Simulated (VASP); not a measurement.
**Bi: single point with PBE**

Bi:

```xyz
1
Lattice="-2.0157 2.0157 2.0157 2.0157 -2.0157 2.0157 2.0157 2.0157 -2.0157" Properties=species:S:1:pos:R:3 pbc="T T T"
Bi    0.0000    0.0000    0.0000
```

This cell differs from its parent crystal: strained.

| Item | Value |
| --- | --- |
| Program | VASP 6.6.1 |
| Task | single point |
| Functional | PBE |
| Potentials or basis | VASP PAW PBE potentials, release 64 (Bi_d) |
| Cutoff | 520 eV |
| k mesh | 16 × 16 × 16 |
| Occupations | gaussian, width 0.1 eV |
| Spin | no spin polarisation |

```json
{
 "Pressure": "-1.7 GPa",
 "Band gap on the k mesh": "zero (an odd number of electrons rules out a gap without spin polarisation)"
}
```

Levels at points of the mesh, in eV from the Fermi level:
| k point | band 3 | band 4 | band 5 | band 6 | band 7 | band 8 | band 9 | band 10 | band 11 | band 12 |
| --- | --- | --- | --- | --- | --- | --- | --- | --- | --- | --- |
| (0.00, 0.00, 0.00) | -22.98 | -22.87 | -22.87 | -13.15 | 4.78 | 4.78 | 4.78 | 8.51 | 10.48 | 10.48 |
| (0.50, 0.00, 0.00) | -22.88 | -22.88 | -22.80 | -10.39 | -4.75 | 1.50 | 3.33 | 5.82 | 7.46 | 12.13 |
| (0.50, 0.50, 0.50) | -22.82 | -22.82 | -22.82 | -8.50 | -1.67 | -1.67 | -1.67 | 3.60 | 3.60 | 15.22 |

Run time: 28 s on 1 thread of Intel(R) Xeon(R) 6975P-C (Granite Rapids), with other jobs on the host, peak memory 0.19 GiB.

Caveat: the cell differs from its parent crystal (strained); spin-orbit coupling is left out, which moves the levels of the heavy elements.
